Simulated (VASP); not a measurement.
Crystal: Si3Bi.

```
CELL_PARAMETERS angstrom
0.00000 3.37746 3.37746
3.37746 0.00000 3.37746
3.37746 3.37746 0.00000
ATOMIC_POSITIONS crystal
Si 0.25000 0.25000 0.25000
Si 0.75000 0.75000 0.75000
Si 0.50000 0.50000 0.50000
Bi 0.00000 0.00000 0.00000
```

The cell was generated, and may not be a known phase.

```yaml
Program: VASP 6.6.1
Task: relaxation of cell and atoms
Functional: PBE
Potentials_or_basis: VASP PAW PBE potentials, release 64 (Si, Bi_d)
Cutoff: 600 eV
k_mesh: 12 × 12 × 12
Occupations: gaussian, width 0.1 eV
Spin: no spin polarisation
```

At the start: pressure 2.3 GPa; volume 19.26 Å³/atom.

**Question.** Where does the relaxation end?

**Answer.** Over 3 steps the energy falls by 4.3 meV/atom and the volume is 19.88 Å³/atom (+3.2 %); space group Fm-3m (No. 225, to 0.1 Å) before and after.

Step by step:
```tsv
step	energy change (eV)	largest force (eV/Å)	pressure (GPa)	volume (Å³)
1	0.0000	0.0000	2.28	77.06
2	-0.0160	0.0000	-0.50	80.15
3	-0.0171	0.0000	-0.01	79.53
```

Final structure:
```cif
data_structure
_symmetry_space_group_name_H-M 'P 1'
_symmetry_Int_Tables_number 1
_cell_length_a 4.8270
_cell_length_b 4.8270
_cell_length_c 4.8270
_cell_angle_alpha 60.000
_cell_angle_beta 60.000
_cell_angle_gamma 60.000
_cell_volume 79.53
loop_
_atom_site_label
_atom_site_type_symbol
_atom_site_fract_x
_atom_site_fract_y
_atom_site_fract_z
_atom_site_occupancy
Si1 Si 0.25000 0.25000 0.25000 1
Si2 Si 0.75000 0.75000 0.75000 1
Si3 Si 0.50000 0.50000 0.50000 1
Bi1 Bi 0.00000 0.00000 0.00000 1
```

Caveat: the highest band is partly filled, so the run has too few bands.
